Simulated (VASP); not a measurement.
# TaN in VASP: a series of runs

The runs below take TaN through electric field gradients, with PBE, PBEsol, LDA, r2SCAN.

All numbers are computed with VASP 6.6.1; they aren't measurements. Logs are shortened: lines on timing, memory, paths and dates and some standing lists are left out, and cuts for length are marked.

### 1 The cell of the first run

Symmetry: R-3m, No. 166, trigonal system. The conventional cell has a = 3.035 Å, b = 3.035 Å, c = 7.775 Å, α = 90.00°, β = 90.00°, γ = 120.00°. Within 2.9 Å of Ta (site symmetry -3m) lie 6 N at 2.18 Å. N (site symmetry -3m) has 6 Ta at 2.18 Å within 2.9 Å.

### 2 Electric field gradients, PBE (equal xy, yz and zx shear strains of +3 %)

The input, INCAR:

```
PREC = Accurate
ENCUT = 520
EDIFF = 1E-8
ISMEAR = -1
SIGMA = 0.02
LREAL = False
LASPH = True
NELM = 100
ALGO = Normal
ISIF = 2
LWAVE = False
LCHARG = False
GGA = PE
LEFG = True
NBANDS = 15
```

The input, KPOINTS:

```
regular mesh
0
Gamma
  9 9 9
```

The input, POSCAR:

```
TaN
1.0
    0.0653700000      2.2116850000      2.2116850000
    2.2116850000      0.0653700000      2.2116850000
    2.2116850000      2.2116850000      0.0653700000
Ta N
1 1
Direct
    0.5000000000      0.5000000000      0.5000000000
    0.0000000000      0.0000000000      0.0000000000
```

Potentials or basis: VASP PAW PBE potentials, release 64 (Ta_pv, N).

Launch:

```bash
> cat potpaw_PBE.64/Ta_pv/POTCAR potpaw_PBE.64/N/POTCAR > POTCAR
> mpirun -np 1 vasp_std > vasp.out
```

OUTCAR:

```text
PREC = Accurate
   ENCUT = 520
   EDIFF = 1E-8
   ISMEAR = -1
   LREAL = False
   LASPH = True
   NELM = 100
   ISIF = 2
   GGA = PE

 ion  position               nearest neighbor table
   1  0.500  0.500  0.500-   2 2.18   2 2.18   2 2.18   2 2.18   2 2.18   2 2.18
   2  0.000  0.000  0.000-   1 2.18   1 2.18   1 2.18   1 2.18   1 2.18   1 2.18

  LATTYP: Found a trigonal (rhomboedric) cell.
 ALAT       =     3.1284779551
 COS(alpha) =     0.5293254421

  Lattice vectors:

 A1 = (   0.0653700000,   2.2116850000,   2.2116850000)
 A2 = (   2.2116850000,   0.0653700000,   2.2116850000)
 A3 = (   2.2116850000,   2.2116850000,   0.0653700000)

Analysis of symmetry for initial positions (statically):
=====================================================================
 Subroutine PRICEL returns:
 Original cell was already a primitive cell.

 Routine SETGRP: Setting up the symmetry group for a
 trigonal (rhombohedral) supercell.

 Subroutine GETGRP returns: Found 12 space group operations
 (whereof 12 operations were pure point group operations)
 out of a pool of 12 trial point group operations.

The static configuration has the point symmetry D_3d.

Analysis of symmetry for dynamics (positions and initial velocities):
=====================================================================
 Subroutine PRICEL returns:
 Original cell was already a primitive cell.

 Routine SETGRP: Setting up the symmetry group for a
 trigonal (rhombohedral) supercell.

 Subroutine GETGRP returns: Found 12 space group operations
 (whereof 12 operations were pure point group operations)
 out of a pool of 12 trial point group operations.

The dynamic configuration has the point symmetry D_3d.

 Subroutine INISYM returns: Found 12 space group operations
 (whereof 12 operations are pure point group operations),
 and found     1 'primitive' translations

----------------------------------------------------------------------------------------

                                     Primitive cell

  volume of cell :      20.6781

  direct lattice vectors                    reciprocal lattice vectors
     0.065370000  2.211685000  2.211685000    -0.236350001  0.229564834  0.229564834
     2.211685000  0.065370000  2.211685000     0.229564834 -0.236350001  0.229564834
     2.211685000  2.211685000  0.065370000     0.229564834  0.229564834 -0.236350001

  length of vectors
     3.128477955  3.128477955  3.128477955     0.401573591  0.401573591  0.401573591

  position of ions in fractional coordinates (direct lattice)
     0.500000000  0.500000000  0.500000000
     0.000000000  0.000000000  0.000000000

  ion indices of the primitive-cell ions
   primitive index   ion index
                 1           1
                 2           2

----------------------------------------------------------------------------------------

 KPOINTS: regular mesh

Automatic generation of k-mesh.
 Grid dimensions read from file:
 generate k-points for:    9    9    9

 Generating k-lattice:

  Cartesian coordinates                     Fractional coordinates (reciprocal lattice)
    -0.026261111  0.025507204  0.025507204     0.111111111 -0.000000000 -0.000000000
     0.025507204 -0.026261111  0.025507204    -0.000000000  0.111111111 -0.000000000
     0.025507204  0.025507204 -0.026261111    -0.000000000 -0.000000000  0.111111111

  Length of vectors
     0.044619288  0.044619288  0.044619288

  Shift w.r.t. Gamma in fractional coordinates (k-lattice)
     0.000000000  0.000000000  0.000000000

 Subroutine IBZKPT returns following result:
 ===========================================

 Found     85 irreducible k-points:

 Following reciprocal coordinates:
            Coordinates               Weight
  0.000000  0.000000  0.000000      1.000000
  0.111111  0.000000  0.000000      6.000000
  0.222222  0.000000 -0.000000      6.000000
  0.333333  0.000000 -0.000000      6.000000
  0.444444  0.000000 -0.000000      6.000000
  0.111111  0.111111  0.000000      6.000000
[... 16 lines left out ...]
 -0.333333  0.333333  0.000000      6.000000
  0.444444  0.444444  0.000000      6.000000
 [... further k-points ...]
   k-points           NKPTS =     85   k-points in BZ     NKDIM =     85   number of bands    NBANDS=     15
   number of dos      NEDOS =    301   number of ions     NIONS =      2
   total plane-waves  NPLWV =  13824
   dimension x,y,z NGX =    24 NGY =   24 NGZ =   24
   dimension x,y,z NGXF=    48 NGYF=   48 NGZF=   48
   ions per type =               1   1
   NGX,Y,Z   is equivalent  to a cutoff of  12.75, 12.75, 12.75 a.u.
   NGXF,Y,Z  is equivalent  to a cutoff of  25.51, 25.51, 25.51 a.u.
 SYSTEM =  unknown system
   PREC   = accura    normal or accurate (medium, high low for compatibility)
   ISTART =      0    job   : 0-new  1-cont  2-samecut
   ICHARG =      2    charge: 1-file 2-atom 10-const
   ISPIN  =      1    spin polarized calculation?
   LNONCOLLINEAR =      F non collinear calculations
   LSORBIT =      F    spin-orbit coupling
   LASPH  =      T    aspherical Exc in radial PAW
   ENCUT  =  520.0 eV  38.22 Ry    6.18 a.u.   5.82  5.82  5.82*2*pi/ulx,y,z
   NELM   =    100;   NELMIN=  2; NELMDL= -5     # of ELM steps
   EDIFF  = 0.1E-07   stopping-criterion for ELM
   LREAL  =      F    real-space projection
   EDIFFG = 0.1E-06   stopping-criterion for IOM
   NSW    =      0    number of steps for IOM
   IBRION =     -1    ionic relax: 0-MD 1-quasi-New 2-CG
   NFREE  =      0    steps in history (QN), initial steepest desc. (CG)
   ISIF   =      2    stress and relaxation
   ISYM   =      2    0-nonsym 1-usesym 2-fastsym
   POTIM  = 0.5000    time-step for ionic-motion
   TEBEG  =    0.0;   TEEND  =   0.0 temperature during run
   PSTRESS=    0.0 pullay stress
   NELECT =      16.0000    total number of electrons
   NUPDOWN=      -1.0000    fix difference up-down
   EMIN   =  10.00;   EMAX   =-10.00  energy-range for DOS
   EFERMI =   0.00;   METHOD = LEGACY
   ISMEAR =    -1;   SIGMA  =   0.02  broadening in eV -4-tet -1-fermi 0-gaus
   EFERMI_NEDOS =   21; number of points for ismear=-14 and -15
   IALGO  =     38    algorithm
   IMIX   =      4    mixing-type and parameters
     AMIX     =   0.40;   BMIX     =  1.00
     AMIX_MAG =   1.60;   BMIX_MAG =  1.00
  volume/ion in A,a.u.               =      10.34        69.77
  Fermi-wavevector in a.u.,A,eV,Ry     =   1.502949  2.840163 30.733615  2.258857
  Thomas-Fermi vector in A             =   2.614123
   LORBIT       =      0    0 simple, 1 ext, 2 COOP (PROOUT), +10 PAW based schemes
   GGA     = PE    functional components
   LHFCALC =     F    Hartree Fock is set to
   AEXX    =    0.0000 exact exchange contribution
   IVDW    =     0    specifies the selected vdW correction
   LEPSILON=     F    determine dielectric tensor
   LRPA    =     F    only Hartree local field effects (RPA)
 non-spin polarized calculation
  energy-cutoff  :      520.00
  volume of cell :       20.68
 maximum number of plane-waves:       580
   NGX = 11   NGY = 11   NGZ = 11

 number of electron      15.9999997 magnetization

 Free energy of the ion-electron system (eV)
  ---------------------------------------------------
  ext. energy  EPLUGINS =         0.00000000
  ---------------------------------------------------
  free energy    TOTEN  =       -21.77384614 eV

  energy without entropy =      -21.77276502  energy(sigma->0) =      -21.77330558

 E-fermi :   9.7593     XC(G=0): -13.5932

 val. band max:        9.7221810674   @ k =   0.4444   0.1111   0.0000
 cond. band min:       9.7651932720   @ k =   0.2222   0.2222   0.1111
 fundamental gap:      0.0430122046
 Fermi energy:         9.7593169907

 k-point     1 :       0.0000    0.0000    0.0000
  band No.  band energies     occupation
      1     -25.9275      2.00000
      2     -25.8162      2.00000
      3     -25.8162      2.00000
      4      -9.2299      2.00000
      5       5.7868      2.00000
      6       6.0556      2.00000
      7       6.0556      2.00000
      8       7.1755      2.00000
      9       7.9059      2.00000
     10       7.9059      2.00000
     11       9.9742      0.00004
     12       9.9742      0.00004
     13      11.6856      0.00000
     14      19.3119      0.00000
     15      22.2944      0.00000
[... 397 lines left out ...]
 k-point    24 :       0.4444    0.4444    0.0000
  band No.  band energies     occupation
      1     -26.6414      2.00000
      2     -26.2047      2.00000
      3     -26.1102      2.00000
      4      -7.9155      2.00000
      5       2.9004      2.00000
      6       4.2765      2.00000
      7       5.0066      2.00000
      8       5.2485      2.00000
      9      11.9656      0.00000
     10      13.4279      0.00000
     11      13.5803      0.00000
     12      14.5280      0.00000
     13      17.3982      0.00000
     14      19.3025      0.00000
     15      22.3027      0.00000

 [... further k-points ...]
[... 5 lines left out ...]
  --------------------------------------------------------------------------------------
  -------------------------------------------------------------------------------------
  Total        2.0480685      2.0480685      2.0480685     -0.2890736     -0.2890736     -0.2890736
  in kB      158.6878513    158.6878513    158.6878513    -22.3979191    -22.3979191    -22.3979191
  external PRESSURE =     158.6878513 kB  Pullay stress =       0.0000000 kB

 VOLUME and BASIS-vectors are now :
 -----------------------------------------------------------------------------
  energy-cutoff  :      520.00
  volume of cell :       20.68
      direct lattice vectors                 reciprocal lattice vectors
     0.065370000  2.211685000  2.211685000    -0.236350001  0.229564834  0.229564834
     2.211685000  0.065370000  2.211685000     0.229564834 -0.236350001  0.229564834
     2.211685000  2.211685000  0.065370000     0.229564834  0.229564834 -0.236350001

 POSITION                                       TOTAL-FORCE (eV/Angst)
 -----------------------------------------------------------------------------------
      2.24437      2.24437      2.24437        -0.000000      0.000000      0.000000
      0.00000      0.00000      0.00000         0.000000     -0.000000     -0.000000
 -----------------------------------------------------------------------------------
    total drift:                                0.000000     -0.000000     -0.000000

  FREE ENERGIE OF THE ION-ELECTRON SYSTEM (eV)
  ---------------------------------------------------
  free  energy   TOTEN  =       -21.7738461360 eV

  energy  without entropy=      -21.7727650217  energy(sigma->0) =      -21.77330558

 Electric field gradients (V/A^2)
---------------------------------------------------------------------
 ion       V_xx      V_yy      V_zz      V_xy      V_xz      V_yz
---------------------------------------------------------------------
   1       0.000    -0.000    -0.000    -0.774    -0.774    -0.774
   2      -0.000    -0.000    -0.000     1.630     1.630     1.630
---------------------------------------------------------------------

 Electric field gradients after diagonalization (V/A^2)
 (convention: |V_zz| > |V_xx| > |V_yy|)
----------------------------------------------------------------------
 ion       V_xx      V_yy      V_zz     asymmetry (V_yy - V_xx)/ V_zz
----------------------------------------------------------------------
   1       0.774     0.774    -1.547       0.000
   2      -1.630    -1.630     3.260       0.000
----------------------------------------------------------------------

           NMR quadrupolar parameters

 Cq : quadrupolar parameter    Cq=e*Q*V_zz/h
 eta: asymmetry parameters     (V_yy - V_xx)/ V_zz
 Q  : nuclear electric quadrupole moment in mb (millibarn)
----------------------------------------------------------------------
 ion       Cq(MHz)       eta       Q (mb)
----------------------------------------------------------------------
   1      -0.004       0.000       1.000
   2       0.008       0.000       1.000
----------------------------------------------------------------------
```

Run time: 31 s. Hardware: 1 thread of Intel Xeon Platinum 8259CL at 2.50GHz (Skylake/Cascade Lake), shared host; peak memory 0.16 GiB.

What came out:

```
Free energy            : -21.7738 eV
Pressure               : 15.9 GPa
Band gap on the k mesh : zero (band 8 reaches 11.34 eV, above the bottom of band 9 at 7.91 eV)
```

Stress tensor (GPa, compression positive):
```
15.87 -2.24 -2.24
-2.24 15.87 -2.24
-2.24 -2.24 15.87
```

Electric field gradients, principal values (V/Å²):
```
atom   least  middle  greatest (by size)
1 Ta   0.774   0.774              -1.547
 2 N  -1.630  -1.630               3.260
```

Caveat: the cell differs from its parent crystal (equal xy, yz and zx shear strains of +3 %); without QUAD_EFG the Cq values of the log hold for a quadrupole moment of 1 mb, not for the nuclei; spin-orbit coupling is left out, which moves the levels of the heavy elements.

### 3 Electric field gradients, PBEsol

The input, INCAR:

```
SYSTEM = TaN
ALGO = Normal
EDIFF = 1E-8
ENCUT = 520
GGA = PS
ISIF = 2
ISMEAR = -1
LASPH = .True.
LCHARG = .False.
LEFG = .True.
LREAL = .False.
LWAVE = .False.
NBANDS = 15
NELM = 60
PREC = Accurate
SIGMA = 0.02
```

The input, KPOINTS:

```
k-points
0
Gamma
  9 9 9
  0 0 0
```

The input, POSCAR:

```
TaN
1.0
    0.0000000000      2.1790000000      2.1790000000
    2.1790000000      0.0000000000      2.1790000000
    2.1790000000      2.1790000000      0.0000000000
Ta N
1 1
Direct
    0.5000000000      0.5000000000      0.5000000000
    0.0000000000      0.0000000000      0.0000000000
```

Potentials or basis: VASP PAW PBE potentials, release 64 (Ta_pv, N).

Launch:

```bash
> cat potpaw_PBE.64/Ta_pv/POTCAR potpaw_PBE.64/N/POTCAR > POTCAR
> mpirun -np 1 vasp_std > vasp.out
```

OUTCAR:

```text
SYSTEM = TaN
   EDIFF = 1E-8
   ENCUT = 520
   GGA = PS
   ISIF = 2
   ISMEAR = -1
   LASPH = .True.
   LREAL = .False.
   NELM = 60
   PREC = Accurate

 ion  position               nearest neighbor table
   1  0.500  0.500  0.500-   2 2.18   2 2.18   2 2.18   2 2.18   2 2.18   2 2.18
   2  0.000  0.000  0.000-   1 2.18   1 2.18   1 2.18   1 2.18   1 2.18   1 2.18

  LATTYP: Found a face centered cubic cell.
 ALAT       =     4.3580000000

  Lattice vectors:

 A1 = (   0.0000000000,   2.1790000000,   2.1790000000)
[... 644 lines left out ...]
  ---------------------------------------------------
  free  energy   TOTEN  =       -23.2088718439 eV

  energy  without entropy=      -23.2077916190  energy(sigma->0) =      -23.20833173

 Electric field gradients (V/A^2)
---------------------------------------------------------------------
 ion       V_xx      V_yy      V_zz      V_xy      V_xz      V_yz
---------------------------------------------------------------------
   1      -0.000    -0.000    -0.000     0.000     0.000     0.000
   2       0.000     0.000     0.000    -0.000    -0.000    -0.000
---------------------------------------------------------------------

 Electric field gradients after diagonalization (V/A^2)
 (convention: |V_zz| > |V_xx| > |V_yy|)
----------------------------------------------------------------------
 ion       V_xx      V_yy      V_zz     asymmetry (V_yy - V_xx)/ V_zz
----------------------------------------------------------------------
   1      -0.000    -0.000     0.000       0.000
   2       0.000     0.000    -0.000       0.000
----------------------------------------------------------------------

           NMR quadrupolar parameters

 Cq : quadrupolar parameter    Cq=e*Q*V_zz/h
 eta: asymmetry parameters     (V_yy - V_xx)/ V_zz
 Q  : nuclear electric quadrupole moment in mb (millibarn)
----------------------------------------------------------------------
 ion       Cq(MHz)       eta       Q (mb)
----------------------------------------------------------------------
   1       0.000       0.000       1.000
   2      -0.000       0.000       1.000
----------------------------------------------------------------------
```

stdout:

```text
POSCAR found type information on POSCAR TaN
 POSCAR found :  2 types and       2 ions
 scaLAPACK will be used
 -----------------------------------------------------------------------------
|                                                                             |
|                                                                             |
|     You enforced a specific xc type in the INCAR file but a different       |
|     I HOPE YOU KNOW WHAT YOU ARE DOING!                                     |
|                                                                             |
 -----------------------------------------------------------------------------

 LDA part: xc-table for (Slater+PW92), standard interpolation
 POSCAR, INCAR and KPOINTS ok, starting setup
 FFT: planning ... GRIDC
 FFT: planning ... GRID_SOFT
 FFT: planning ... GRID
 WAVECAR not read
 entering main loop
ion   1

ion   2
```

It took 6.2 s on 1 thread of Intel Xeon 6975P-C (Granite Rapids), shared host; peak memory 0.14 GiB.

Results:

- Free energy: -23.2089 eV
- Pressure: 5.4 GPa
- Band gap on the k mesh: zero (band 8 reaches 11.31 eV, above the bottom of band 9 at 7.48 eV)

Caveat: without QUAD_EFG the Cq values of the log hold for a quadrupole moment of 1 mb, not for the nuclei; the PAW data sets were made with another functional, which shifts forces and pressure a little; spin-orbit coupling is left out, which moves the levels of the heavy elements.

(Part 1 of 2 ends here.)
